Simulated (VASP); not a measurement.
Mg8HO8 (a cell with a defect): single point with PBE

The system is Mg8HO8 (a cell with a defect).

```
Mg O H
1.0
     0.00000    3.89700    3.89700
     3.89700    0.00000    3.89700
     3.89700    3.89700    0.00000
Mg O H
8 8 1
Direct
  0.99414 0.00272 0.99972
  0.99467 0.00313 0.50233
  0.01152 0.50881 0.98881
  0.99494 0.49930 0.50196
  0.49480 0.99928 0.00210
  0.48843 0.00375 0.50310
  0.47932 0.50828 0.98528
  0.47738 0.50790 0.52930
  0.24397 0.25192 0.24932
  0.24338 0.25145 0.75368
  0.24936 0.74581 0.25223
  0.23667 0.76545 0.74904
  0.73786 0.26365 0.24915
  0.74315 0.25070 0.75280
  0.74274 0.74795 0.25348
  0.74352 0.74907 0.75278
  0.65309 0.48237 0.18548
```

```
Program                : VASP 6.6.1
Task                   : single point
Functional             : PBE
Potentials or basis    : VASP PAW PBE potentials, release 64 (Mg, O, H)
Cutoff                 : 520 eV
k mesh                 : 3 × 3 × 3
Occupations            : gaussian, width 0.02 eV
Spin                   : no spin polarisation
Dipole correction      : no
Charge                 : 1
Further INCAR settings : LREAL = Auto; ALGO = Normal; EDIFF = 1e-06; NBANDS = 46; NELECT = 64.0
```

The largest force is 0.249 eV/Å.

Forces in eV/Å, atoms in the order of the input:
```
Mg  -0.013 -0.009  0.000
Mg   0.012  0.017 -0.009
Mg  -0.011  0.033  0.040
Mg   0.005  0.010 -0.021
Mg   0.018 -0.003 -0.005
Mg   0.005  0.006 -0.019
Mg   0.019 -0.023 -0.038
Mg   0.005 -0.019 -0.014
O    0.013  0.013 -0.023
O    0.000 -0.001 -0.014
O    0.021 -0.018 -0.020
O    0.008 -0.009  0.009
O   -0.073  0.068 -0.062
O    0.008 -0.005 -0.016
O    0.001  0.002 -0.010
O    0.014  0.023 -0.030
H   -0.032 -0.085  0.232
```

Levels at points of the mesh, in eV from the Fermi level:
| k point | band 28 | band 29 | band 30 | band 31 | band 32 | band 33 | band 34 | band 35 | band 36 | band 37 |
| --- | --- | --- | --- | --- | --- | --- | --- | --- | --- | --- |
| (0.00, 0.00, 0.00) | -0.89 | -0.86 | -0.22 | -0.18 | -0.18 | 5.61 | 7.71 | 9.05 | 9.19 | 9.22 |

It took 110 s on 1 thread of Intel(R) Xeon(R) 6975P-C (Granite Rapids), with other jobs on the host, peak memory 0.27 GiB.

Caveat: the k points lie up to 0.47 Å⁻¹ apart; the cell carries a net charge on a neutralising background, which shifts energy and pressure; the cell is charged against a uniform background, so pressure and absolute levels hang on convention.
